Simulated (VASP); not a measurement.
# Na4Au: single point with LDA

Crystal: Na4Au.

```
Na Au
1.0
     0.00000    5.73797    5.73797
     5.73797    0.00000    5.73797
     5.73797    5.73797    0.00000
Na Au
8 2
Direct
  0.39069 0.39069 0.39069
  0.39069 0.39069 0.82793
  0.39069 0.82793 0.39069
  0.85931 0.85931 0.42207
  0.85931 0.85931 0.85931
  0.82793 0.39069 0.39069
  0.85931 0.42207 0.85931
  0.42207 0.85931 0.85931
  0.00000 0.00000 0.00000
  0.25000 0.25000 0.25000
```

| Property | Result |
| --- | --- |
| Program | VASP 6.6.1 |
| Task | single point |
| Functional | LDA |
| Potentials or basis | VASP PAW LDA potentials, release 64 (Na_pv, Au) |
| Cutoff | 520 eV |
| k mesh | 4 × 4 × 4 |
| Occupations | gaussian, width 0.05 eV |
| Spin | no spin polarisation |
| Dipole correction | no |
| Further INCAR settings | ALGO = Normal; EDIFF = 1e-07; NBANDS = 50 |

| Item | Value |
| --- | --- |
| Pressure | -1.1 GPa |
| Largest force | 0.117 eV/Å |
| Band gap on the k mesh | zero (bands 39 and 40 overlap by 1.13 eV) |

Forces on the atoms (eV/Å):
```
Na  -0.068 -0.068 -0.068
Na   0.068  0.068 -0.068
Na   0.068 -0.068  0.068
Na  -0.068 -0.068  0.068
Na   0.068  0.068  0.068
Na  -0.068  0.068  0.068
Na  -0.068  0.068 -0.068
Na   0.068 -0.068 -0.068
Au   0.000  0.000  0.000
Au   0.000  0.000  0.000
```

Levels at points of the mesh, in eV from the Fermi level:
| k point | band 37 | band 38 | band 39 | band 40 | band 41 | band 42 |
| --- | --- | --- | --- | --- | --- | --- |
| (0.00, 0.00, 0.00) | -1.29 | 0.36 | 0.36 | 0.36 | 0.47 | 0.53 |
| (0.50, 0.00, 0.00) | -1.85 | -0.58 | 0.05 | 0.05 | 0.28 | 0.28 |
| (0.50, 0.50, 0.00) | -1.42 | -1.42 | -0.77 | -0.77 | 1.39 | 1.39 |

Wall time 3.5 min on 1 thread of Intel(R) Xeon(R) Platinum 8259CL CPU @ 2.50GHz (Skylake/Cascade Lake) (shared host), peak memory 0.42 GiB.

Caveat: spin-orbit coupling is left out, which moves the levels of the heavy elements.
